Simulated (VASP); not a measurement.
# Al (I4/mmm) in VASP: further runs, part 2 of 2

VASP 6.6.1. The steps go on from the part before.

### Step 6. Single point, PBEsol (strain +0.0175 x Voigt [0, 1, 0, 0, 0, 0])

The input, INCAR:

```
ALGO = Normal ; EDIFF = 1E-7
ENCUT = 520 ; GGA = PS
ISIF = 2 ; ISMEAR = 0
LASPH = True ; LCHARG = False
LREAL = False ; LWAVE = False
NBANDS = 8 ; NELM = 100
PREC = Accurate ; SIGMA = 0.15
```

The input, KPOINTS:

```
k-points
0
Gamma
  20 20 20
```

The input, POSCAR:

```
Al
1.0
    0.0000000000      2.0593996500      2.0239800000
    2.0239800000      0.0000000000      2.0239800000
    2.0239800000      2.0593996500      0.0000000000
Al
1
Direct
    0.0000000000      0.0000000000      0.0000000000
```

Potentials or basis: VASP PAW PBE potentials, release 64 (Al).

Launch:

```
> cat potpaw_PBE.64/Al/POTCAR > POTCAR
> mpirun -np 1 vasp_std > vasp.out
```

OUTCAR:

```text
EDIFF = 1E-7
   ENCUT = 520
   GGA = PS
   ISIF = 2
   ISMEAR = 0
   LASPH = True
   LREAL = False
   NELM = 100
   PREC = Accurate

 ion  position               nearest neighbor table
   1  0.000  0.000  0.000-

  LATTYP: Found a body centered tetragonal cell.
 ALAT       =     2.8623399660
 C/A-ratio  =     1.4389622997

  Lattice vectors:

 A1 = (   0.0000000000,  -2.0593996500,   2.0239800000)
 A2 = (   0.0000000000,  -2.0593996500,  -2.0239800000)
 A3 = (   2.0239800000,   2.0593996500,   0.0000000000)

Analysis of symmetry for initial positions (statically):
=====================================================================
 Subroutine PRICEL returns:
 Original cell was already a primitive cell.

 Routine SETGRP: Setting up the symmetry group for a
 body centered tetragonal supercell.

 Subroutine GETGRP returns: Found 16 space group operations
 (whereof 16 operations were pure point group operations)
 out of a pool of 16 trial point group operations.

The static configuration has the point symmetry D_4h.

Analysis of symmetry for dynamics (positions and initial velocities):
[... 155 lines left out ...]

  energy without entropy =       -4.08215917  energy(sigma->0) =       -4.08455864

 E-fermi :   7.7565     XC(G=0): -10.1759

 val. band max:        7.7510995868   @ k =   0.4500  -0.3000   0.1500
 cond. band min:       7.7686548663   @ k =   0.4500  -0.3500   0.2000
 fundamental gap:      0.0175552796
 Fermi energy:         7.7564790195

 k-point     1 :       0.0000    0.0000    0.0000
  band No.  band energies     occupation
      1      -3.2574      2.00000
      2      20.0716      0.00000
      3      20.2576      0.00000
      4      20.2576      0.00000
      5      21.5013      0.00000
      6      21.5013      0.00000
      7      21.5511      0.00000
      8      24.0452      0.00000
[... 243 lines left out ...]
 k-point    24 :      -0.3500    0.0500    0.0000
  band No.  band energies     occupation
      1       0.3513      2.00000
      2       7.1914      2.00000
      3      16.9978      0.00000
      4      19.1330      0.00000
      5      19.4434      0.00000
      6      20.8222      0.00000
      7      22.3980      0.00000
      8      25.1404      0.00000

 [... further k-points ...]
[... 5 lines left out ...]
  --------------------------------------------------------------------------------------
  -------------------------------------------------------------------------------------
  Total       -0.3016124     -0.3693034     -0.3016124      0.0000000      0.0000000      0.0000000
  in kB      -28.6402427    -35.0679870    -28.6402427      0.0000000      0.0000000      0.0000000
  external PRESSURE =     -30.7828241 kB  Pullay stress =       0.0000000 kB

 VOLUME and BASIS-vectors are now :
 -----------------------------------------------------------------------------
  energy-cutoff  :      520.00
  volume of cell :       16.87
      direct lattice vectors                 reciprocal lattice vectors
     0.000000000  2.059399650  2.023980000    -0.247038014  0.242789203  0.247038014
     2.023980000  0.000000000  2.023980000     0.247038014 -0.242789203  0.247038014
     2.023980000  2.059399650  0.000000000     0.247038014  0.242789203 -0.247038014

 POSITION                                       TOTAL-FORCE (eV/Angst)
 -----------------------------------------------------------------------------------
      0.00000      0.00000      0.00000         0.000000      0.000000      0.000000
 -----------------------------------------------------------------------------------
    total drift:                               -0.000000     -0.000000     -0.000000

  FREE ENERGIE OF THE ION-ELECTRON SYSTEM (eV)
  ---------------------------------------------------
  free  energy   TOTEN  =        -4.0869581097 eV

  energy  without entropy=       -4.0821591729  energy(sigma->0) =       -4.08455864
```

OSZICAR:

```text
N       E                     dE             d eps       ncg     rms          rms(c)
DAV:   1    -0.267978274455E+01   -0.26798E+01   -0.86083E+02 10328   0.205E+02
DAV:   2    -0.410798210975E+01   -0.14282E+01   -0.13785E+01 14440   0.187E+01
DAV:   3    -0.411516055280E+01   -0.71784E-02   -0.71732E-02 13120   0.149E+00
DAV:   4    -0.411517808188E+01   -0.17529E-04   -0.17529E-04 16152   0.643E-02
DAV:   5    -0.411517811206E+01   -0.30183E-07   -0.30745E-07 13304   0.158E-03    0.135E+00
DAV:   6    -0.409832072869E+01    0.16857E-01   -0.23839E-03 13744   0.202E-01    0.770E-01
DAV:   7    -0.408697456419E+01    0.11346E-01   -0.64737E-03 13208   0.322E-01    0.161E-01
DAV:   8    -0.408695914744E+01    0.15417E-04   -0.20704E-05 15128   0.314E-02    0.575E-03
DAV:   9    -0.408695841791E+01    0.72954E-06   -0.38814E-07 14480   0.272E-03    0.898E-04
DAV:  10    -0.408695810785E+01    0.31005E-06   -0.50371E-09 13592   0.430E-04    0.196E-04
DAV:  11    -0.408695810972E+01   -0.18648E-08   -0.12683E-10  7648   0.612E-05
   1 F= -.40869581E+01 E0= -.40845586E+01  d E =-.479894E-02
```

stdout:

```text
POSCAR found type information on POSCAR Al
 POSCAR found :  1 types and       1 ions
 scaLAPACK will be used
 -----------------------------------------------------------------------------
|                                                                             |
|                                                                             |
|     You enforced a specific xc type in the INCAR file but a different       |
|     I HOPE YOU KNOW WHAT YOU ARE DOING!                                     |
|                                                                             |
 -----------------------------------------------------------------------------

 LDA part: xc-table for (Slater+PW92), standard interpolation
 POSCAR, INCAR and KPOINTS ok, starting setup
 FFT: planning ... GRIDC
 FFT: planning ... GRID_SOFT
 FFT: planning ... GRID
 WAVECAR not read
 entering main loop
```

Wall time 22 s (1 thread of Intel Xeon 6975P-C (Granite Rapids), shared host); peak memory 0.18 GiB.

What came out:

```
Free energy : -4.0870 eV
Pressure    : -3.1 GPa
```

Stress tensor (GPa, compression positive):
```
-2.86  0.00  0.00
 0.00 -3.51  0.00
 0.00  0.00 -2.86
```

Caveat: the cell differs from its parent crystal (strain +0.0175 x Voigt [0, 1, 0, 0, 0, 0]); the PAW data sets were made with another functional, which shifts forces and pressure a little.

### Step 7. Single point, PBEsol (strain +0.0200 x Voigt [0, 1, 0, 0, 0, 0])

The input, INCAR:

```
  ALGO = Fast
  EDIFF = 1E-7
  ENCUT = 520
  GGA = PS
  ISIF = 2
  ISMEAR = 0
  LASPH = True
  LCHARG = False
  LREAL = False
  LWAVE = False
  NBANDS = 8
  NELM = 100
  PREC = Accurate
  SIGMA = 0.15
```

KPOINTS is that of step 6.

The input, POSCAR:

```
Al
1.0
    0.0000000000      2.0644596000      2.0239800000
    2.0239800000      0.0000000000      2.0239800000
    2.0239800000      2.0644596000      0.0000000000
Al
1
Direct
    0.0000000000      0.0000000000      0.0000000000
```

Launch:

```
> cat potpaw_PBE.64/Al/POTCAR > POTCAR
> mpirun -np 1 vasp_std > vasp.out
```

Wall time 26 s (1 thread of Intel Xeon 6975P-C (Granite Rapids), shared host); peak memory 0.19 GiB.

It converged, with:

```yaml
Free_energy: -4.0860 eV
Pressure: -3.2 GPa
```

Stress tensor (GPa, compression positive):
```
-2.97  0.00  0.00
 0.00 -3.80  0.00
 0.00  0.00 -2.97
```

Levels at points of the mesh, in eV from the Fermi level:
```
           k point  band 1  band 2  band 3  band 4
(0.00, 0.00, 0.00)  -11.00   12.29   12.50   12.50
(0.50, 0.00, 0.00)   -4.53   -4.38   10.84   11.05
(0.50, 0.50, 0.00)   -2.80   -1.51    5.14    5.25
(0.50, 0.00, 0.50)   -3.08   -1.91    5.36    5.67
```

Caveat: the cell differs from its parent crystal (strain +0.0200 x Voigt [0, 1, 0, 0, 0, 0]); the PAW data sets were made with another functional, which shifts forces and pressure a little.

### Step 8. Overview

```csv
cell,gap on the mesh (eV),pressure (GPa)
"a = 2.855, b = 2.862 Å, angles 59.9, 60.2, 59.9°, 1 atom",none,-1.5
"a = 2.870, b = 2.862 Å, angles 60.1, 59.8, 60.1°, 1 atom",none,-2.2
"a = 2.884, b = 2.862 Å, angles 60.2, 59.5, 60.2°, 1 atom",none,-2.9
"a = 2.877, b = 2.862 Å, angles 60.2, 59.7, 60.2°, 1 atom",none,-2.6
"a = 2.887, b = 2.862 Å, angles 60.3, 59.4, 60.3°, 1 atom",none,-3.1
"a = 2.891, b = 2.862 Å, angles 60.3, 59.3, 60.3°, 1 atom",none,-3.2
```

Alike in all rows: task single point; level PBEsol; potentials or basis VASP PAW PBE potentials, release 64 (Al); no spin polarisation; k mesh 20 × 20 × 20; cutoff (eV) 520; smearing gaussian 0.15 eV.

Caveats: the PAW data sets were made with another functional, which shifts forces and pressure a little.

Total energies depend on the potentials used, so only differences within one code and one set of settings carry meaning.
